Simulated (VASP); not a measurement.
AlH7:

```
CELL_PARAMETERS angstrom
0.00000 3.41696 3.41696
3.41696 0.00000 3.41696
3.41696 3.41696 0.00000
ATOMIC_POSITIONS crystal
Al 0.50000 0.50000 0.50000
H 0.50000 0.00000 0.00000
H 0.00000 0.50000 0.50000
H 0.00000 0.50000 0.00000
H 0.50000 0.00000 0.50000
H 0.00000 0.00000 0.50000
H 0.50000 0.50000 0.00000
H 0.00000 0.00000 0.00000
```

The cell was generated, and may not be a known phase.

| Property | Result |
| --- | --- |
| Program | VASP 6.6.1 |
| Task | relaxation of cell and atoms |
| Functional | PBE |
| Potentials or basis | VASP PAW PBE potentials, release 64 (Al, H) |
| Cutoff | 500 eV |
| k mesh | 4 × 4 × 4 |
| Occupations | gaussian, width 0.2 eV |
| Spin | no spin polarisation |

At the start: pressure -19.4 GPa; volume 9.97 Å³/atom.

Problem. How do energy, volume and symmetry change on relaxing?

Solution. Over 5 steps the energy falls by 536.9 meV/atom and the volume is 4.88 Å³/atom (-51.0 %); space group Fm-3m (No. 225, to 0.1 Å) before and after.

The path:
| step | energy change (eV) | largest force (eV/Å) | pressure (GPa) | volume (Å³) |
| --- | --- | --- | --- | --- |
| 1 | 0.0000 | 0.0000 | -19.41 | 79.79 |
| 2 | -1.6479 | 0.0000 | -20.43 | 66.63 |
| 3 | -4.2172 | 0.0000 | 8.95 | 35.97 |
| 4 | -4.2674 | 0.0000 | -4.42 | 40.89 |
| 5 | -4.2952 | 0.0000 | -0.33 | 39.07 |

Final structure:
```
Al H
1.0
     0.00000    2.69326    2.69326
     2.69326    0.00000    2.69326
     2.69326    2.69326    0.00000
Al H
1 7
Direct
  0.50000 0.50000 0.50000
  0.50000 0.00000 0.00000
  0.00000 0.50000 0.50000
  0.00000 0.50000 0.00000
  0.50000 0.00000 0.50000
  0.00000 0.00000 0.50000
  0.50000 0.50000 0.00000
  0.00000 0.00000 0.00000
```

Caveat: the k points lie up to 0.51 Å⁻¹ apart in the final cell, too coarse for converged energies and pressures of a metal; the volume moved by over 15 % at a fixed basis, so the end points are rough.
